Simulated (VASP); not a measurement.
Input of a VASP 6.6.1 run:

The input INCAR:

```
  ALGO = Normal
  EDIFF = 1E-7
  ENCUT = 520
  GGA = PE
  ISIF = 2
  ISMEAR = 0
  LASPH = T
  LCHARG = F
  LREAL = F
  LWAVE = F
  NBANDS = 24
  NELM = 80
  PREC = Accurate
  SIGMA = 0.1
```

File KPOINTS:

```
k-points
0
Gamma
  6 6 4
```

Contents of POSCAR:

```
LiF
1.0
    4.0010559172     -0.0000010026     -0.6707107459
   -2.0005288209      2.0421417130      0.3353538838
   -0.9861188853     -0.0000025265      6.3593315953
Li F
3 3
Direct
    0.2500973788      0.5001920883      0.6208720406
    0.5832617461      0.4998536970      0.2875332101
    0.9165922111      0.4998552432      0.9542017991
    0.0833368385      0.4999910023      0.2875446918
    0.4166588266      0.4999939687     -0.0458022552
    0.7500529889      0.5001140105      0.6208613735
```

Potentials or basis: VASP PAW PBE potentials, release 64 (Li_sv, F).

Launch:

```console
$ cat potpaw_PBE.64/Li_sv/POTCAR potpaw_PBE.64/F/POTCAR > POTCAR
$ mpirun -np 1 vasp_std > vasp.out
```

Question: Estimate the band gap on the k mesh.

Answer: 8.80 eV.

 A k mesh can miss the band edges.
